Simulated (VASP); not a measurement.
Write the native input for VASP 6.6.1 that does the following.

```yaml
Task: single point
Functional: PBEsol
Potentials_or_basis: VASP PAW PBE potentials, release 64 (Al)
Cutoff: 520 eV
k_mesh: 3 × 3 × 1
Occupations: fermi-dirac, width 0.15 eV
Spin: no spin polarisation
Dipole_correction: no
Further_INCAR_settings: LREAL = Auto; ALGO = Normal; EDIFF = 1e-06; NBANDS = 38
```

The structure of Al lies in POSCAR:

```
Al
1.0
    5.7275650000      0.0000000000      0.0000000000
    0.0000000000      5.7275650000      0.0000000000
    0.0000000000      0.0000000000     17.0750000000
Al
16
Direct
    0.2500015277      0.2500015277      0.0585651537
    0.7500045831      0.2500015277      0.0585651537
    0.2500015277      0.7500045831      0.0585651537
    0.7500045831      0.7500045831      0.0585651537
    0.0186292080     -0.0326316681      0.1695168375
    0.5338219645     -0.0342379353      0.1783543192
    0.0475943966      0.4748964001      0.1887203514
    0.5263667894      0.4441503501      0.1750161054
    0.3461680487      0.1486146382      0.3017159590
    0.8367255544      0.1994390286      0.3047847731
    0.3552294911      0.6510270944      0.3096163982
    0.8573451371      0.7060068284      0.3026998536
    0.2096527931     -0.1305266723      0.4312972182
    0.6707737058     -0.0413439219      0.4270805271
    0.0914699353      0.3536581427      0.4224070278
    0.6259378986      0.4474327223      0.4187877013
```

These files were run (other wordings do the same):

INCAR

```
ALGO = Normal
EDIFF = 1E-6
ENCUT = 520
GGA = PS
ISIF = 2
ISMEAR = -1
LASPH = True
LCHARG = False
LREAL = Auto
LWAVE = False
NBANDS = 38
NELM = 60
PREC = Accurate
SIGMA = 0.15
```

KPOINTS

```
k-points
0
Gamma
  3 3 1
```

Potentials or basis: VASP PAW PBE potentials, release 64 (Al).

Command:

```bash
$ cat potpaw_PBE.64/Al/POTCAR > POTCAR
$ mpirun -np 1 vasp_std > vasp.out
```

Results of the run:

```
Largest force          : 0.888 eV/Å
Band gap on the k mesh : zero (band 24 reaches 1.67 eV, above the bottom of band 25 at 1.31 eV)
```

Caveat: the k points lie up to 0.37 Å⁻¹ apart; the PAW data sets were made with another functional, which shifts forces and pressure a little.

Wall time 3.9 min on 1 thread of Intel Xeon 6975P-C, with other jobs on the host, peak memory 0.57 GiB.
